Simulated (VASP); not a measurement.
A run of VASP 6.6.1 is set up as follows.

The input POSCAR:

```
Ca
1.0
   -2.2111127505      2.2111127505      2.2111127505
    2.2111127505     -2.2111127505      2.2111127505
    2.2111127505      2.2111127505     -2.2111127505
Ca
1
Direct
    0.0000000000      0.0000000000      0.0000000000
```

File INCAR.step1:

```
SYSTEM = Ca
PREC = Accurate ; ENCUT = 520
ISMEAR = -1 ; SIGMA = 0.1
LREAL = .False. ; LASPH = .True.
NELM = 100 ; NBANDS = 11
GGA = PE ; ALGO = Normal
EDIFF = 1E-4 ; LWAVE = .True.
LCHARG = .False.
```

INCAR.step2

```
SYSTEM = Ca
PREC = Accurate ; ENCUT = 520
EDIFF = 1E-6 ; ISMEAR = -1
SIGMA = 0.1 ; LREAL = .False.
LASPH = .True. ; NELM = 100
ALGO = Normal ; ISIF = 2
LWAVE = .False. ; LCHARG = .False.
METAGGA = R2SCAN ; LMIXTAU = .True.
NBANDS = 11 ; ISTART = 1
```

Contents of KPOINTS:

```
Automatic mesh
0
Gamma
  11 11 11
  0 0 0
```

Potentials or basis: VASP PAW PBE potentials, release 64 (Ca_sv).

The run is started by

```console
$ cat potpaw_PBE.64/Ca_sv/POTCAR > POTCAR
$ cp INCAR.step1 INCAR
$ mpirun -np 1 vasp_std > vasp.out
$ cp INCAR.step2 INCAR
$ mpirun -np 1 vasp_std > vasp.out
```

Problem. What does it give for the pressure?

Solution. 0.1 GPa.

Problem. Predict the band gap on the k mesh.

Solution. Zero (bands 5 and 6 overlap by 0.43 eV).

Caveat: the PAW data sets were made with another functional, which shifts forces and pressure a little.
